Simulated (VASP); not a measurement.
# Al2Ru (Fddd) in VASP: a series of runs, part 2 of 2

VASP 6.6.1. Earlier steps stand in the parts before.

**3. Single point, PBEsol**

INCAR

```
SYSTEM = Al2Ru
PREC     = Accurate       ! precision mode
ENCUT    = 500            ! plane-wave cutoff, eV
EDIFF    = 1E-6           ! SCF threshold, eV
ISMEAR   = 0              ! smearing method
SIGMA    = 0.01           ! smearing width, eV
LREAL    = .False.        ! projectors in reciprocal space
LASPH    = .True.         ! aspherical terms in the spheres
NELM     = 120            ! most SCF steps
ALGO     = Normal         ! electronic algorithm
ISIF     = 2              ! what is computed and relaxed
LWAVE    = .False.        ! write WAVECAR
LCHARG   = .False.        ! write CHGCAR
GGA      = PS             ! functional
NBANDS   = 29             ! bands
ISYM     = -1           
GGA_COMPAT= .False.
```

KPOINTS

```
explicit points
108
Reciprocal
  0.08333333   0.08333333   0.08333333 2
  0.08333333   0.08333333   0.25000000 2
  0.08333333   0.08333333   0.41666667 2
  0.08333333   0.08333333   0.58333333 2
  0.08333333   0.08333333   0.75000000 2
  0.08333333   0.08333333   0.91666667 2
  0.08333333   0.25000000   0.08333333 2
  0.08333333   0.25000000   0.25000000 2
  0.08333333   0.25000000   0.41666667 2
  0.08333333   0.25000000   0.58333333 2
  0.08333333   0.25000000   0.75000000 2
  0.08333333   0.25000000   0.91666667 2
  0.08333333   0.41666667   0.08333333 2
  0.08333333   0.41666667   0.25000000 2
  0.08333333   0.41666667   0.41666667 2
  0.08333333   0.41666667   0.58333333 2
  0.08333333   0.41666667   0.75000000 2
  0.08333333   0.41666667   0.91666667 2
  0.08333333   0.58333333   0.08333333 2
  0.08333333   0.58333333   0.25000000 2
  0.08333333   0.58333333   0.41666667 2
  0.08333333   0.58333333   0.58333333 2
  0.08333333   0.58333333   0.75000000 2
  0.08333333   0.58333333   0.91666667 2
  0.08333333   0.75000000   0.08333333 2
  0.08333333   0.75000000   0.25000000 2
  0.08333333   0.75000000   0.41666667 2
  0.08333333   0.75000000   0.58333333 2
  0.08333333   0.75000000   0.75000000 2
  0.08333333   0.75000000   0.91666667 2
  0.08333333   0.91666667   0.08333333 2
  0.08333333   0.91666667   0.25000000 2
  0.08333333   0.91666667   0.41666667 2
  0.08333333   0.91666667   0.58333333 2
  0.08333333   0.91666667   0.75000000 2
  0.08333333   0.91666667   0.91666667 2
  0.25000000   0.08333333   0.08333333 2
  0.25000000   0.08333333   0.25000000 2
  0.25000000   0.08333333   0.41666667 2
  0.25000000   0.08333333   0.58333333 2
  0.25000000   0.08333333   0.75000000 2
  0.25000000   0.08333333   0.91666667 2
  0.25000000   0.25000000   0.08333333 2
  0.25000000   0.25000000   0.25000000 2
  0.25000000   0.25000000   0.41666667 2
  0.25000000   0.25000000   0.58333333 2
  0.25000000   0.25000000   0.75000000 2
  0.25000000   0.25000000   0.91666667 2
  0.25000000   0.41666667   0.08333333 2
  0.25000000   0.41666667   0.25000000 2
  0.25000000   0.41666667   0.41666667 2
  0.25000000   0.41666667   0.58333333 2
  0.25000000   0.41666667   0.75000000 2
  0.25000000   0.41666667   0.91666667 2
  0.25000000   0.58333333   0.08333333 2
  0.25000000   0.58333333   0.25000000 2
  0.25000000   0.58333333   0.41666667 2
  0.25000000   0.58333333   0.58333333 2
  0.25000000   0.58333333   0.75000000 2
  0.25000000   0.58333333   0.91666667 2
  0.25000000   0.75000000   0.08333333 2
  0.25000000   0.75000000   0.25000000 2
  0.25000000   0.75000000   0.41666667 2
  0.25000000   0.75000000   0.58333333 2
  0.25000000   0.75000000   0.75000000 2
  0.25000000   0.75000000   0.91666667 2
  0.25000000   0.91666667   0.08333333 2
  0.25000000   0.91666667   0.25000000 2
  0.25000000   0.91666667   0.41666667 2
  0.25000000   0.91666667   0.58333333 2
  0.25000000   0.91666667   0.75000000 2
  0.25000000   0.91666667   0.91666667 2
  0.41666667   0.08333333   0.08333333 2
  0.41666667   0.08333333   0.25000000 2
  0.41666667   0.08333333   0.41666667 2
  0.41666667   0.08333333   0.58333333 2
  0.41666667   0.08333333   0.75000000 2
  0.41666667   0.08333333   0.91666667 2
  0.41666667   0.25000000   0.08333333 2
  0.41666667   0.25000000   0.25000000 2
  0.41666667   0.25000000   0.41666667 2
  0.41666667   0.25000000   0.58333333 2
  0.41666667   0.25000000   0.75000000 2
  0.41666667   0.25000000   0.91666667 2
  0.41666667   0.41666667   0.08333333 2
  0.41666667   0.41666667   0.25000000 2
  0.41666667   0.41666667   0.41666667 2
  0.41666667   0.41666667   0.58333333 2
  0.41666667   0.41666667   0.75000000 2
  0.41666667   0.41666667   0.91666667 2
  0.41666667   0.58333333   0.08333333 2
  0.41666667   0.58333333   0.25000000 2
  0.41666667   0.58333333   0.41666667 2
  0.41666667   0.58333333   0.58333333 2
  0.41666667   0.58333333   0.75000000 2
  0.41666667   0.58333333   0.91666667 2
  0.41666667   0.75000000   0.08333333 2
  0.41666667   0.75000000   0.25000000 2
  0.41666667   0.75000000   0.41666667 2
  0.41666667   0.75000000   0.58333333 2
  0.41666667   0.75000000   0.75000000 2
  0.41666667   0.75000000   0.91666667 2
  0.41666667   0.91666667   0.08333333 2
  0.41666667   0.91666667   0.25000000 2
  0.41666667   0.91666667   0.41666667 2
  0.41666667   0.91666667   0.58333333 2
  0.41666667   0.91666667   0.75000000 2
  0.41666667   0.91666667   0.91666667 2
```

POSCAR

```
Al2Ru
1.0
    0.0000000000      3.9898374997      4.3915250777
    2.3524746913      0.0000000000      4.3915250777
    2.3524746913      3.9898374997      0.0000000000
Al Ru
4 2
Direct
    0.0790610300      0.4209389700      0.0790610300
    0.4209389700      0.0790610300      0.4209389700
    0.1709389700      0.8290610300      0.1709389700
    0.8290610300      0.1709389700      0.8290610300
    0.7500000000      0.7500000000      0.7500000000
    0.5000000000      0.5000000000      0.5000000000
```

Potentials or basis: VASP PAW PBE potentials, release 64 (Al, Ru_pv).

On the command line:

```console
> cat potpaw_PBE.64/Al/POTCAR potpaw_PBE.64/Ru_pv/POTCAR > POTCAR
> mpirun -np 1 vasp_std > vasp.out
```

OUTCAR:

```text
SYSTEM = Al2Ru
   PREC = Accurate
   ENCUT = 500
   EDIFF = 1E-6
   ISMEAR = 0
   LREAL = .False.
   LASPH = .True.
   NELM = 120
   ISIF = 2
   GGA = PS
   ISYM = -1

 ion  position               nearest neighbor table
   1  0.079  0.421  0.079-   6 2.57   6 2.57   3 2.60   3 2.60   5 2.63   2 2.67   2 2.67   5 2.72
                             5 2.72   2 2.73   4 3.19   4 3.19   4 3.19   4 3.19
   2  0.421  0.079  0.421-   6 2.57   6 2.57   4 2.60   4 2.60   5 2.63   1 2.67   1 2.67   5 2.72
                             5 2.72   1 2.73   3 3.19   3 3.19   3 3.19   3 3.19
   3  0.171  0.829  0.171-   5 2.57   5 2.57   1 2.60   1 2.60   6 2.63   4 2.67   4 2.67   6 2.72
                             6 2.72   4 2.73   2 3.19   2 3.19   2 3.19   2 3.19
   4  0.829  0.171  0.829-   5 2.57   5 2.57   2 2.60   2 2.60   6 2.63   3 2.67   3 2.67   6 2.72
                             6 2.72   3 2.73   1 3.19   1 3.19   1 3.19   1 3.19
   5  0.750  0.750  0.750-   4 2.57   3 2.57   4 2.57   3 2.57   1 2.63   2 2.63   2 2.72   2 2.72
                             1 2.72   1 2.72   6 3.19   6 3.19   6 3.19   6 3.19
   6  0.500  0.500  0.500-   1 2.57   2 2.57   1 2.57   2 2.57   3 2.63   4 2.63   3 2.72   3 2.72
                             4 2.72   4 2.72   5 3.19   5 3.19   5 3.19   5 3.19

IMPORTANT INFORMATION: All symmetrisations will be switched off!
NOSYMM: (Re-)initialisation of all symmetry stuff for point group C_1.

----------------------------------------------------------------------------------------

                                     Primitive cell

  volume of cell :      82.4376

  direct lattice vectors                    reciprocal lattice vectors
     0.000000000  3.989837500  4.391525078    -0.212542138  0.125318387  0.113855663
     2.352474691  0.000000000  4.391525078     0.212542138 -0.125318387  0.113855663
     2.352474691  3.989837500  0.000000000     0.212542138  0.125318387 -0.113855663

  length of vectors
     5.933320806  4.981930317  4.631731906     0.271738791  0.271738791  0.271738791

  position of ions in fractional coordinates (direct lattice)
     0.079061030  0.420938970  0.079061030
     0.420938970  0.079061030  0.420938970
     0.170938970  0.829061030  0.170938970
     0.829061030  0.170938970  0.829061030
     0.750000000  0.750000000  0.750000000
[... 92 lines left out ...]
   IVDW    =     0    specifies the selected vdW correction
   LEPSILON=     F    determine dielectric tensor
   LRPA    =     F    only Hartree local field effects (RPA)
 non-spin polarized calculation
 Gauss-broadening in eV      SIGMA  =   0.01
  energy-cutoff  :      500.00
  volume of cell :       82.44
 maximum number of plane-waves:      2119
 NGX is ok and might be reduce to    48
   NGX = 21   NGY = 19   NGZ = 17

 number of electron      40.0000001 magnetization

 Free energy of the ion-electron system (eV)
  ---------------------------------------------------
  ext. energy  EPLUGINS =         0.00000000
  ---------------------------------------------------
  free energy    TOTEN  =       -40.83048119 eV

  energy without entropy =      -40.83048119  energy(sigma->0) =      -40.83048119

 E-fermi :  10.3212     XC(G=0): -12.0074

 val. band max:       10.2245791004   @ k =   0.0833   0.0833   0.0833
 cond. band min:      10.7167376359   @ k =   0.0833   0.7500   0.7500
 fundamental gap:      0.4921585355
 Fermi energy:        10.3212473377

 k-point     1 :       0.0833    0.0833    0.0833
  band No.  band energies     occupation
      1     -32.0736      2.00000
      2     -31.9949      2.00000
      3     -31.9826      2.00000
      4     -31.9366      2.00000
      5     -31.9249      2.00000
      6     -31.9208      2.00000
[... 757 lines left out ...]
     28      17.0392      0.00000
     29      17.6606      0.00000

 [... further k-points ...]

------------------------ aborting loop because EDIFF is reached ----------------------------------------

  FORCE on cell =-STRESS in cart. coord.  units (eV):
  Direction    XX          YY          ZZ          XY          YZ          ZX
  --------------------------------------------------------------------------------------
  -------------------------------------------------------------------------------------
  Total       -0.2217954     -0.1534868     -0.2978861     -0.0002749      0.0002686     -0.0005914
  in kB       -4.3105992     -2.9830196     -5.7894231     -0.0053427      0.0052206     -0.0114945
  external PRESSURE =      -4.3610140 kB  Pullay stress =       0.0000000 kB

 VOLUME and BASIS-vectors are now :
 -----------------------------------------------------------------------------
  energy-cutoff  :      500.00
  volume of cell :       82.44
      direct lattice vectors                 reciprocal lattice vectors
     0.000000000  3.989837500  4.391525078    -0.212542138  0.125318387  0.113855663
     2.352474691  0.000000000  4.391525078     0.212542138 -0.125318387  0.113855663
     2.352474691  3.989837500  0.000000000     0.212542138  0.125318387 -0.113855663

 POSITION                                       TOTAL-FORCE (eV/Angst)
 -----------------------------------------------------------------------------------
      1.17624      0.63088      2.19576        -0.000142     -0.014649     -0.000068
      1.17624      3.35896      2.19576         0.000298      0.014772     -0.000275
      2.35247      1.36404      4.39153         0.000144      0.014646      0.000072
      2.35247      6.61564      4.39153        -0.000297     -0.014764      0.000279
      3.52871      5.98476      6.58729         0.000764     -0.000073     -0.000881
      2.35247      3.98984      4.39153        -0.000767      0.000068      0.000873
 -----------------------------------------------------------------------------------
    total drift:                               -0.000004     -0.000007     -0.000011

  FREE ENERGIE OF THE ION-ELECTRON SYSTEM (eV)
  ---------------------------------------------------
  free  energy   TOTEN  =       -40.8304811918 eV

  energy  without entropy=      -40.8304811918  energy(sigma->0) =      -40.83048119
```

Wall time 3.1 min (1 thread of Intel Xeon 6975P-C (Granite Rapids), shared host); peak memory 0.37 GiB.

What came out:

| Quantity | Value |
| --- | --- |
| Free energy | -40.8305 eV |
| Pressure | -0.4 GPa |
| Largest force | 0.015 eV/Å |
| Band gap on the k mesh | 0.49 eV (least direct gap 1.30 eV) |

Forces in eV/Å, atoms in the order of the input:
```
Al   0.000 -0.015  0.000
Al   0.000  0.015  0.000
Al   0.000  0.015  0.000
Al   0.000 -0.015  0.000
Ru   0.001  0.000 -0.001
Ru  -0.001  0.000  0.001
```

Levels at points of the mesh, in eV from the valence-band top:
```csv
k point,band 16,band 17,band 18,band 19,band 20,band 21,band 22,band 23,band 24,band 25
"(0.08, 0.08, 0.08)",-2.57,-1.69,-0.92,-0.83,0.00,2.07,2.13,2.72,2.93,3.09
```

Caveat: the PAW data sets were made with another functional, which shifts forces and pressure a little; a shifted mesh leaves out Γ, where band edges can lie.
